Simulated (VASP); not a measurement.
# MoS2 (P-3m1) in VASP: single point with r2SCAN

Aim: the single point of MoS2 with r2SCAN.

All numbers are computed with VASP 6.6.1; they aren't measurements. Logs are shortened: lines on timing, memory, paths and dates and some standing lists are left out, and cuts for length are marked.

**1. The cell of the first run**

The structure is trigonal, space group P-3m1 (No. 164). The conventional cell has a = 3.227 Å, b = 3.227 Å, c = 6.312 Å, α = 90.00°, β = 90.00°, γ = 120.00°. Within 3.3 Å of Mo (site symmetry -3m) lie 6 S at 2.42 Å and 6 Mo at 3.23 Å. Within 3.3 Å of S (site symmetry 3m) lie 3 Mo at 2.42 Å and 6 S at 3.23 Å.

**2. Single point, r2SCAN**

File POSCAR:

```
MoS2
1.0
    3.2274650000      0.0000000000      0.0000000000
   -1.6137320000      2.7950660000      0.0000000000
    0.0000000000      0.0000000000      6.3124730000
Mo S
1 2
Direct
    0.0000000000      0.0000000000      0.5000000000
    0.3333333333      0.6666666667      0.2553190000
    0.6666666667      0.3333333333      0.7446810000
```

File INCAR.step1:

```
SYSTEM = MoS2
  ALGO = Normal
  EDIFF = 1E-4
  ENCUT = 520
  GGA = PE
  ISMEAR = 0
  LASPH = .True.
  LCHARG = .False.
  LREAL = .False.
  LWAVE = .True.
  NBANDS = 20
  NELM = 60
  PREC = Accurate
  SIGMA = 0.1
```

File INCAR.step2:

```
SYSTEM = MoS2
  ALGO = Normal
  EDIFF = 1E-7
  ENCUT = 520
  ISIF = 2
  ISMEAR = 0
  ISTART = 1
  LASPH = .True.
  LCHARG = .True.
  LELF = .True.
  LMIXTAU = .True.
  LREAL = .False.
  LVHAR = .True.
  LWAVE = .False.
  METAGGA = R2SCAN
  NBANDS = 20
  NELM = 60
  PREC = Accurate
  SIGMA = 0.1
```

File KPOINTS:

```
k-points
0
Gamma
  9 9 4
  0 0 0
```

Potentials or basis: VASP PAW PBE potentials, release 64 (Mo_sv, S).

Started as:

```
$ cat potpaw_PBE.64/Mo_sv/POTCAR potpaw_PBE.64/S/POTCAR > POTCAR
$ cp INCAR.step1 INCAR
$ mpirun -np 1 vasp_std > vasp.out
$ cp INCAR.step2 INCAR
$ mpirun -np 1 vasp_std > vasp.out
```

OUTCAR:

```text
SYSTEM = MoS2
   EDIFF = 1E-7
   ENCUT = 520
   ISIF = 2
   ISMEAR = 0
   ISTART = 1
   LASPH = .True.
   LREAL = .False.
   METAGGA = R2SCAN
   NELM = 60
   PREC = Accurate

 ion  position               nearest neighbor table
   1  0.000  0.000  0.500-   2 2.42   3 2.42   3 2.42   2 2.42   3 2.42   2 2.42
   2  0.333  0.667  0.255-   1 2.42   1 2.42   1 2.42
   3  0.667  0.333  0.745-   1 2.42   1 2.42   1 2.42

  LATTYP: Found a hexagonal cell.
 ALAT       =     3.2274650000
 C/A-ratio  =     1.9558610241

  Lattice vectors:

 A1 = (   3.2274650000,   0.0000000000,   0.0000000000)
 A2 = (  -1.6137320000,   2.7950660000,   0.0000000000)
 A3 = (   0.0000000000,   0.0000000000,   6.3124730000)

Analysis of symmetry for initial positions (statically):
=====================================================================
 Subroutine PRICEL returns:
 Original cell was already a primitive cell.

 Routine SETGRP: Setting up the symmetry group for a
 hexagonal supercell.

 Subroutine GETGRP returns: Found 12 space group operations
 (whereof 12 operations were pure point group operations)
 out of a pool of 24 trial point group operations.

The static configuration has the point symmetry D_3d.

Analysis of symmetry for dynamics (positions and initial velocities):
=====================================================================
 Subroutine PRICEL returns:
 Original cell was already a primitive cell.

 Routine SETGRP: Setting up the symmetry group for a
 hexagonal supercell.

 Subroutine GETGRP returns: Found 12 space group operations
 (whereof 12 operations were pure point group operations)
 out of a pool of 24 trial point group operations.

The dynamic configuration has the point symmetry D_3d.

 Subroutine INISYM returns: Found 12 space group operations
 (whereof 12 operations are pure point group operations),
 and found     1 'primitive' translations

----------------------------------------------------------------------------------------

                                     Primitive cell

  volume of cell :      56.9447

  direct lattice vectors                    reciprocal lattice vectors
     3.227465000  0.000000000  0.000000000     0.309840695  0.178886597  0.000000000
    -1.613732000  2.795066000  0.000000000     0.000000000  0.357773305  0.000000000
     0.000000000  0.000000000  6.312473000     0.000000000  0.000000000  0.158416519

  length of vectors
     3.227465000  3.227464161  6.312473000     0.357773212  0.357773305  0.158416519

  position of ions in fractional coordinates (direct lattice)
     0.000000000  0.000000000  0.500000000
     0.333333333  0.666666667  0.255319000
     0.666666667  0.333333333  0.744681000

  ion indices of the primitive-cell ions
   primitive index   ion index
                 1           1
                 2           2
                 3           3

----------------------------------------------------------------------------------------

 KPOINTS: k-points

Automatic generation of k-mesh.
 Grid dimensions read from file:
 generate k-points for:    9    9    4

 Generating k-lattice:

  Cartesian coordinates                     Fractional coordinates (reciprocal lattice)
     0.034426744  0.019876289  0.000000000     0.111111111 -0.000000000  0.000000000
     0.000000000  0.039752589  0.000000000     0.000000000  0.111111111  0.000000000
     0.000000000  0.000000000  0.039604130     0.000000000  0.000000000  0.250000000

  Length of vectors
     0.039752579  0.039752589  0.039604130

  Shift w.r.t. Gamma in fractional coordinates (k-lattice)
     0.000000000  0.000000000  0.000000000

 Subroutine IBZKPT returns following result:
 ===========================================

 Found     43 irreducible k-points:

 Following reciprocal coordinates:
            Coordinates               Weight
  0.000000  0.000000  0.000000      1.000000
  0.111111  0.000000  0.000000      6.000000
  0.222222 -0.000000  0.000000      6.000000
  0.333333  0.000000  0.000000      6.000000
  0.444444 -0.000000  0.000000      6.000000
  0.111111  0.111111  0.000000      6.000000
[... 16 lines left out ...]
  0.222222  0.111111  0.250000     12.000000
 -0.111111  0.333333  0.250000     12.000000
 [... further k-points ...]
   k-points           NKPTS =     43   k-points in BZ     NKDIM =     43   number of bands    NBANDS=     20
   number of dos      NEDOS =    301   number of ions     NIONS =      3
   total plane-waves  NPLWV =  27648
   dimension x,y,z NGX =    24 NGY =   24 NGZ =   48
   dimension x,y,z NGXF=    48 NGYF=   48 NGZF=   96
   ions per type =               1   2
   NGX,Y,Z   is equivalent  to a cutoff of  12.36, 12.36, 12.64 a.u.
   NGXF,Y,Z  is equivalent  to a cutoff of  24.72, 24.72, 25.28 a.u.
 SYSTEM =  MoS2
   PREC   = accura    normal or accurate (medium, high low for compatibility)
   ISTART =      1    job   : 0-new  1-cont  2-samecut
   ICHARG =      0    charge: 1-file 2-atom 10-const
   ISPIN  =      1    spin polarized calculation?
   LNONCOLLINEAR =      F non collinear calculations
   LSORBIT =      F    spin-orbit coupling
   LASPH  =      T    aspherical Exc in radial PAW
   ENCUT  =  520.0 eV  38.22 Ry    6.18 a.u.   6.00  6.00 11.74*2*pi/ulx,y,z
   NELM   =     60;   NELMIN=  2; NELMDL=  0     # of ELM steps
   EDIFF  = 0.1E-06   stopping-criterion for ELM
   LREAL  =      F    real-space projection
   EDIFFG = 0.1E-05   stopping-criterion for IOM
   NSW    =      0    number of steps for IOM
   IBRION =     -1    ionic relax: 0-MD 1-quasi-New 2-CG
   NFREE  =      0    steps in history (QN), initial steepest desc. (CG)
   ISIF   =      2    stress and relaxation
   ISYM   =      2    0-nonsym 1-usesym 2-fastsym
   POTIM  = 0.5000    time-step for ionic-motion
   TEBEG  =    0.0;   TEEND  =   0.0 temperature during run
   PSTRESS=    0.0 pullay stress
   NELECT =      26.0000    total number of electrons
   NUPDOWN=      -1.0000    fix difference up-down
   EMIN   =  10.00;   EMAX   =-10.00  energy-range for DOS
   EFERMI =   0.00;   METHOD = LEGACY
   ISMEAR =     0;   SIGMA  =   0.10  broadening in eV -4-tet -1-fermi 0-gaus
   EFERMI_NEDOS =   21; number of points for ismear=-14 and -15
   IALGO  =     38    algorithm
   IMIX   =      4    mixing-type and parameters
     AMIX     =   0.40;   BMIX     =  1.00
     AMIX_MAG =   1.60;   BMIX_MAG =  1.00
  volume/ion in A,a.u.               =      18.98       128.09
  Fermi-wavevector in a.u.,A,eV,Ry     =   1.260612  2.382212 21.621611  1.589144
  Thomas-Fermi vector in A             =   2.394113
   LORBIT       =      0    0 simple, 1 ext, 2 COOP (PROOUT), +10 PAW based schemes
   METAGGA = R2SCAN    functional components
   LHFCALC =     F    Hartree Fock is set to
   AEXX    =    0.0000 exact exchange contribution
   IVDW    =     0    specifies the selected vdW correction
   LEPSILON=     F    determine dielectric tensor
   LRPA    =     F    only Hartree local field effects (RPA)
 non-spin polarized calculation
 Gauss-broadening in eV      SIGMA  =   0.10
  energy-cutoff  :      520.00
  volume of cell :       56.94
 maximum number of plane-waves:      1557
   NGX = 13   NGY = 13   NGZ = 23

 number of electron      26.0000001 magnetization

 Free energy of the ion-electron system (eV)
  ---------------------------------------------------
  ext. energy  EPLUGINS =         0.00000000
  ---------------------------------------------------
  free energy    TOTEN  =       -44.15969594 eV

  energy without entropy =      -44.15410983  energy(sigma->0) =      -44.15690289

 E-fermi :   6.8388     XC(G=0): -11.1008

 val. band max:        6.8345265658   @ k =   0.3333   0.2222   0.0000
 cond. band min:       7.0043329150   @ k =   0.0000   0.1111   0.2500
 fundamental gap:      0.1698063492
 Fermi energy:         6.8387928263

 k-point     1 :       0.0000    0.0000    0.0000
  band No.  band energies     occupation
      1     -56.9585      2.00000
      2     -30.2598      2.00000
      3     -30.2302      2.00000
      4     -30.2302      2.00000
      5      -8.7342      2.00000
      6      -7.2286      2.00000
[... 12 lines left out ...]
     19      13.7097      0.00000
     20      16.8981      0.00000

 k-point     2 :       0.1111    0.0000    0.0000
  band No.  band energies     occupation
      1     -56.9545      2.00000
      2     -30.2715      2.00000
      3     -30.2514      2.00000
      4     -30.2397      2.00000
      5      -8.5423      2.00000
      6      -7.1911      2.00000
[... 12 lines left out ...]
     19      14.3343      0.00000
     20      16.4701      0.00000

 k-point     3 :       0.2222   -0.0000    0.0000
  band No.  band energies     occupation
      1     -56.9443      2.00000
      2     -30.3748      2.00000
      3     -30.2635      2.00000
      4     -30.2301      2.00000
      5      -8.0206      2.00000
      6      -7.0878      2.00000
[... 12 lines left out ...]
     19      15.1482      0.00000
     20      15.9595      0.00000

 k-point     4 :       0.3333    0.0000    0.0000
  band No.  band energies     occupation
      1     -56.9327      2.00000
      2     -30.4903      2.00000
      3     -30.2905      2.00000
      4     -30.2057      2.00000
      5      -7.3944      2.00000
      6      -6.8874      2.00000
[... 12 lines left out ...]
     19      14.3930      0.00000
     20      15.1609      0.00000

 k-point     5 :       0.4444   -0.0000    0.0000
  band No.  band energies     occupation
      1     -56.9251      2.00000
      2     -30.5646      2.00000
      3     -30.3080      2.00000
      4     -30.1897      2.00000
      5      -7.1323      2.00000
      6      -6.4904      2.00000
[... 12 lines left out ...]
     19      14.0884      0.00000
     20      15.3846      0.00000
[... 353 lines left out ...]
      6      -6.4839      2.00000
[... 12 lines left out ...]
     19      13.7210      0.00000
     20      14.6737      0.00000

 k-point    22 :       0.1111    0.1111    0.2500
  band No.  band energies     occupation
      1     -56.9474      2.00000
      2     -30.3400      2.00000
      3     -30.2604      2.00000
      4     -30.2363      2.00000
      5      -8.1047      2.00000
      6      -7.2328      2.00000
[... 12 lines left out ...]
     19      15.6330      0.00000
     20      16.2723      0.00000

 k-point    23 :       0.2222    0.1111    0.2500
  band No.  band energies     occupation
      1     -56.9365      2.00000
      2     -30.4407      2.00000
      3     -30.2943      2.00000
      4     -30.2136      2.00000
      5      -7.5436      2.00000
      6      -7.0314      2.00000
[... 12 lines left out ...]
     19      15.1006      0.00000
     20      16.2125      0.00000

 k-point    24 :      -0.1111    0.3333    0.2500
  band No.  band energies     occupation
      1     -56.9365      2.00000
      2     -30.4407      2.00000
      3     -30.2943      2.00000
      4     -30.2136      2.00000
      5      -7.4865      2.00000
      6      -7.1023      2.00000
[... 12 lines left out ...]
     19      15.5667      0.00000
     20      15.8002      0.00000

 [... further k-points ...]

------------------------ aborting loop because EDIFF is reached ----------------------------------------

  FORCE on cell =-STRESS in cart. coord.  units (eV):
  Direction    XX          YY          ZZ          XY          YZ          ZX
  --------------------------------------------------------------------------------------
  -------------------------------------------------------------------------------------
  Total       -0.0788985     -0.0788985      0.1526240     -0.0000000      0.0000000     -0.0000000
  in kB       -2.2198636     -2.2198625      4.2941807     -0.0000004      0.0000000     -0.0000000
  external PRESSURE =      -0.0485151 kB  Pullay stress =       0.0000000 kB

 VOLUME and BASIS-vectors are now :
 -----------------------------------------------------------------------------
  energy-cutoff  :      520.00
  volume of cell :       56.94
      direct lattice vectors                 reciprocal lattice vectors
     3.227465000  0.000000000  0.000000000     0.309840695  0.178886597  0.000000000
    -1.613732000  2.795066000  0.000000000     0.000000000  0.357773305  0.000000000
     0.000000000  0.000000000  6.312473000     0.000000000  0.000000000  0.158416519

 POSITION                                       TOTAL-FORCE (eV/Angst)
 -----------------------------------------------------------------------------------
      0.00000      0.00000      3.15624         0.000000      0.000000      0.000000
      0.00000      1.86338      1.61169        -0.000000      0.000000     -0.088395
      1.61373      0.93169      4.70078         0.000000     -0.000000      0.088395
 -----------------------------------------------------------------------------------
    total drift:                                0.000000      0.000000      0.000000

  FREE ENERGIE OF THE ION-ELECTRON SYSTEM (eV)
  ---------------------------------------------------
  free  energy   TOTEN  =       -44.1596959398 eV

  energy  without entropy=      -44.1541098314  energy(sigma->0) =      -44.15690289
```

Wall time 3.3 min (1 thread of Intel Xeon 8259CL, shared host); peak memory 0.19 GiB.

Results:

```yaml
Free_energy: -44.1597 eV
Pressure: 0.0 GPa
Largest_force: 0.088 eV/Å
Band_gap_on_the_k_mesh: zero (bands 13 and 14 overlap by 1.20 eV)
```

Forces in eV/Å, atoms in the order of the input:
```
Mo   0.000  0.000  0.000
S    0.000  0.000 -0.088
S    0.000  0.000  0.088
```

Stress tensor (GPa, compression positive):
```
-0.22  0.00  0.00
 0.00 -0.22  0.00
 0.00  0.00  0.43
```

Levels at points of the mesh, in eV from the Fermi level:
| k point | band 11 | band 12 | band 13 | band 14 | band 15 | band 16 |
| --- | --- | --- | --- | --- | --- | --- |
| (0.00, 0.00, 0.00) | -1.07 | -0.99 | -0.99 | -0.43 | -0.43 | 3.34 |
| (0.00, 0.00, 0.50) | -1.00 | -1.00 | -0.50 | -0.50 | -0.08 | 3.50 |

Caveat: the PAW data sets were made with another functional, which shifts forces and pressure a little.
